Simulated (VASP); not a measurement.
# Pd (P6_3/mmc) in VASP: further runs

The runs below take Pd through single point, with PBE.

Program: VASP 6.6.1. These are calculated values, not measurements. Logs are shortened: lines on timing, memory, paths and dates and some standing lists are left out, and cuts for length are marked.

## (1) The cell of the first run

Symmetry: P6_3/mmc, No. 194, hexagonal system. The conventional cell has a = 2.771 Å, b = 2.771 Å, c = 4.620 Å, α = 90.00°, β = 90.00°, γ = 120.00°. Within 3.7 Å of Pd (site symmetry -6m2) lie 12 Pd at 2.77 to 2.81 Å.

This isn't the form of Pd at room conditions, which is fcc.

## (2) Single point, PBE

Contents of INCAR:

```
SYSTEM = Pd
ALGO = Normal
EDIFF = 1E-6
ENCUT = 520
GGA = PE
ISIF = 2
ISMEAR = -1
LASPH = .True.
LCHARG = .False.
LREAL = .False.
LWAVE = .False.
NBANDS = 17
NELM = 60
PREC = Accurate
SIGMA = 0.08
```

Contents of KPOINTS:

```
k-points
0
Gamma
  16 16 9
  0 0 0
```

Contents of POSCAR:

```
Pd
1.0
    2.7708496918      0.0000000000      0.0000000000
   -1.3854248459      2.3996262232      0.0000000000
    0.0000000000      0.0000000000      4.6199137240
Pd
2
Direct
    0.3333333333      0.6666666667      0.2500000000
    0.6666666667      0.3333333333      0.7500000000
```

Potentials or basis: VASP PAW PBE potentials, release 64 (Pd).

Run with:

```
cat potpaw_PBE.64/Pd/POTCAR > POTCAR
mpirun -np 1 vasp_std > vasp.out
```

OUTCAR:

```text
SYSTEM = Pd
   EDIFF = 1E-6
   ENCUT = 520
   GGA = PE
   ISIF = 2
   ISMEAR = -1
   LASPH = .True.
   LREAL = .False.
   NELM = 60
   PREC = Accurate

 ion  position               nearest neighbor table
   1  0.333  0.667  0.250-   2 2.81   2 2.81   2 2.81   2 2.81   2 2.81   2 2.81
   2  0.667  0.333  0.750-   1 2.81   1 2.81   1 2.81   1 2.81   1 2.81   1 2.81

  LATTYP: Found a hexagonal cell.
 ALAT       =     2.7708496918
 C/A-ratio  =     1.6673274403

  Lattice vectors:

 A1 = (   2.7708496918,   0.0000000000,   0.0000000000)
 A2 = (  -1.3854248459,   2.3996262232,   0.0000000000)
 A3 = (   0.0000000000,   0.0000000000,   4.6199137240)

Analysis of symmetry for initial positions (statically):
=====================================================================
 Subroutine PRICEL returns:
 Original cell was already a primitive cell.

 Routine SETGRP: Setting up the symmetry group for a
 hexagonal supercell.

 Subroutine GETGRP returns: Found 24 space group operations
 (whereof 12 operations were pure point group operations)
 out of a pool of 24 trial point group operations.

The static configuration has the point symmetry D_3d.
 The point group associated with its full space group is D_6h.

Analysis of symmetry for dynamics (positions and initial velocities):
=====================================================================
 Subroutine PRICEL returns:
 Original cell was already a primitive cell.

 Routine SETGRP: Setting up the symmetry group for a
 hexagonal supercell.

 Subroutine GETGRP returns: Found 24 space group operations
 (whereof 12 operations were pure point group operations)
 out of a pool of 24 trial point group operations.

The dynamic configuration has the point symmetry D_3d.
 The point group associated with its full space group is D_6h.

 Subroutine INISYM returns: Found 24 space group operations
 (whereof 12 operations are pure point group operations),
 and found     1 'primitive' translations

----------------------------------------------------------------------------------------

                                     Primitive cell

  volume of cell :      30.7178

  direct lattice vectors                    reciprocal lattice vectors
     2.770849692  0.000000000  0.000000000     0.360900125  0.208365784  0.000000000
    -1.385424846  2.399626223  0.000000000     0.000000000  0.416731569  0.000000000
     0.000000000  0.000000000  4.619913724     0.000000000  0.000000000  0.216454259
[... 83 lines left out ...]
   NELM   =     60;   NELMIN=  2; NELMDL= -5     # of ELM steps
   EDIFF  = 0.1E-05   stopping-criterion for ELM
   LREAL  =      F    real-space projection
   EDIFFG = 0.1E-04   stopping-criterion for IOM
   NSW    =      0    number of steps for IOM
   IBRION =     -1    ionic relax: 0-MD 1-quasi-New 2-CG
   NFREE  =      0    steps in history (QN), initial steepest desc. (CG)
   ISIF   =      2    stress and relaxation
   ISYM   =      2    0-nonsym 1-usesym 2-fastsym
   POTIM  = 0.5000    time-step for ionic-motion
   TEBEG  =    0.0;   TEEND  =   0.0 temperature during run
   PSTRESS=    0.0 pullay stress
   NELECT =      20.0000    total number of electrons
   NUPDOWN=      -1.0000    fix difference up-down
   EMIN   =  10.00;   EMAX   =-10.00  energy-range for DOS
   EFERMI =   0.00;   METHOD = LEGACY
   ISMEAR =    -1;   SIGMA  =   0.08  broadening in eV -4-tet -1-fermi 0-gaus
   EFERMI_NEDOS =   21; number of points for ismear=-14 and -15
   IALGO  =     38    algorithm
   IMIX   =      4    mixing-type and parameters
     AMIX     =   0.40;   BMIX     =  1.00
     AMIX_MAG =   1.60;   BMIX_MAG =  1.00
  volume/ion in A,a.u.               =      15.36       103.65
  Fermi-wavevector in a.u.,A,eV,Ry     =   1.418909  2.681350 27.392665  2.013304
  Thomas-Fermi vector in A             =   2.539986
   LORBIT       =      0    0 simple, 1 ext, 2 COOP (PROOUT), +10 PAW based schemes
   GGA     = PE    functional components
   LHFCALC =     F    Hartree Fock is set to
   AEXX    =    0.0000 exact exchange contribution
   IVDW    =     0    specifies the selected vdW correction
   LEPSILON=     F    determine dielectric tensor
   LRPA    =     F    only Hartree local field effects (RPA)
 non-spin polarized calculation
  energy-cutoff  :      520.00
  volume of cell :       30.72
 maximum number of plane-waves:       843
 NGX is ok and might be reduce to    24
   NGX = 11   NGY = 11   NGZ = 17

 number of electron      20.0000005 magnetization

 Free energy of the ion-electron system (eV)
  ---------------------------------------------------
  ext. energy  EPLUGINS =         0.00000000
  ---------------------------------------------------
  free energy    TOTEN  =       -10.42135600 eV

  energy without entropy =      -10.32316847  energy(sigma->0) =      -10.37226224

 E-fermi :   9.1389     XC(G=0): -12.9312

 val. band max:        9.1389118567   @ k =   0.5000   0.0000   0.0000
 cond. band min:       9.1391546432   @ k =   0.3750   0.1250   0.1111
 fundamental gap:      0.0002427865
 Fermi energy:         9.1389228317

 k-point     1 :       0.0000    0.0000    0.0000
  band No.  band energies     occupation
      1       2.2845      2.00000
      2       4.1172      2.00000
      3       6.3498      2.00000
      4       6.5511      2.00000
      5       6.5511      2.00000
      6       6.8809      2.00000
[... 457 lines left out ...]
      4       5.8082      2.00000
      5       6.3446      2.00000
      6       6.8523      2.00000
[... 9 lines left out ...]
     16      25.0493      0.00000
     17      26.0677      0.00000

 [... further k-points ...]

------------------------ aborting loop because EDIFF is reached ----------------------------------------

  FORCE on cell =-STRESS in cart. coord.  units (eV):
  Direction    XX          YY          ZZ          XY          YZ          ZX
  --------------------------------------------------------------------------------------
  -------------------------------------------------------------------------------------
  Total        0.0768989      0.0768989      0.0641376     -0.0000000      0.0000000      0.0000000
  in kB        4.0108832      4.0108832      3.3452804     -0.0000000      0.0000000      0.0000000
  external PRESSURE =       3.7890156 kB  Pullay stress =       0.0000000 kB

 VOLUME and BASIS-vectors are now :
 -----------------------------------------------------------------------------
  energy-cutoff  :      520.00
  volume of cell :       30.72
      direct lattice vectors                 reciprocal lattice vectors
     2.770849692  0.000000000  0.000000000     0.360900125  0.208365784  0.000000000
    -1.385424846  2.399626223  0.000000000     0.000000000  0.416731569  0.000000000
     0.000000000  0.000000000  4.619913724     0.000000000  0.000000000  0.216454259

 POSITION                                       TOTAL-FORCE (eV/Angst)
 -----------------------------------------------------------------------------------
     -0.00000      1.59975      1.15498         0.000000     -0.000000      0.000000
      1.38542      0.79988      3.46494        -0.000000      0.000000      0.000000
 -----------------------------------------------------------------------------------
    total drift:                               -0.000000      0.000000     -0.000000

  FREE ENERGIE OF THE ION-ELECTRON SYSTEM (eV)
  ---------------------------------------------------
  free  energy   TOTEN  =       -10.4213560007 eV

  energy  without entropy=      -10.3231684746  energy(sigma->0) =      -10.37226224
```

stdout:

```text
POSCAR found type information on POSCAR Pd
 POSCAR found :  1 types and       2 ions
 scaLAPACK will be used
 LDA part: xc-table for (Slater+PW92), standard interpolation
 POSCAR, INCAR and KPOINTS ok, starting setup
 FFT: planning ... GRIDC
 FFT: planning ... GRID_SOFT
 FFT: planning ... GRID
 WAVECAR not read
 entering main loop
```

Wall time 59 s (1 thread of Intel Xeon 8259CL, shared host); peak memory 0.2 GiB.

What came out:

```yaml
Free_energy: -10.4214 eV
Pressure: 0.4 GPa
Band_gap_on_the_k_mesh: zero (bands 10 and 11 overlap by 0.78 eV)
```

Levels at points of the mesh, in eV from the Fermi level:
```tsv
k point	band 6	band 7	band 8	band 9	band 10	band 11	band 12	band 13	band 14	band 15
(0.00, 0.00, 0.00)	-2.26	-2.26	-1.59	-1.59	-0.25	-0.25	0.91	6.68	17.09	18.63
(0.50, 0.00, 0.00)	-2.04	-1.66	0.00	0.00	0.18	2.54	4.42	9.45	9.74	12.68
```

## (3) Single point, PBE

Contents of INCAR:

```
SYSTEM = Pd
ALGO = Normal ; EDIFF = 1E-6
ENCUT = 520 ; GGA = PE
ISIF = 2 ; ISMEAR = -1
LASPH = .True. ; LCHARG = .True.
LELF = .True. ; LREAL = .False.
LVHAR = .True. ; LWAVE = .False.
NBANDS = 17 ; NELM = 60
PREC = Accurate ; SIGMA = 0.08
```

KPOINTS is that of step 2.

Contents of POSCAR:

```
Pd
1.0
    2.7701597727      0.0000000000      0.0000000000
   -1.3850798864      2.3990287357      0.0000000000
    0.0000000000      0.0000000000      4.6190700438
Pd
2
Direct
    0.3333333333      0.6666666667      0.2500000000
    0.6666666667      0.3333333333      0.7500000000
```

Potentials or basis: VASP PAW PBE potentials, release 64 (Pd).

Run with:

```
cat potpaw_PBE.64/Pd/POTCAR > POTCAR
mpirun -np 1 vasp_std > vasp.out
```

Run time: 73 s. Hardware: 1 thread of Intel Xeon 8259CL, shared host; peak memory 0.2 GiB.

It converged, with:

- Free energy: -10.4213 eV
- Pressure: 0.5 GPa
- Band gap on the k mesh: zero (bands 10 and 11 overlap by 0.78 eV)

Stress tensor (GPa, compression positive):
```
0.52 0.00 0.00
0.00 0.52 0.00
0.00 0.00 0.44
```

Levels at points of the mesh, in eV from the Fermi level:
| k point | band 6 | band 7 | band 8 | band 9 | band 10 | band 11 | band 12 | band 13 | band 14 | band 15 |
| --- | --- | --- | --- | --- | --- | --- | --- | --- | --- | --- |
| (0.00, 0.00, 0.00) | -2.26 | -2.26 | -1.59 | -1.59 | -0.25 | -0.25 | 0.91 | 6.68 | 17.09 | 18.63 |
| (0.50, 0.00, 0.00) | -2.05 | -1.67 | 0.00 | 0.00 | 0.18 | 2.54 | 4.43 | 9.45 | 9.74 | 12.68 |
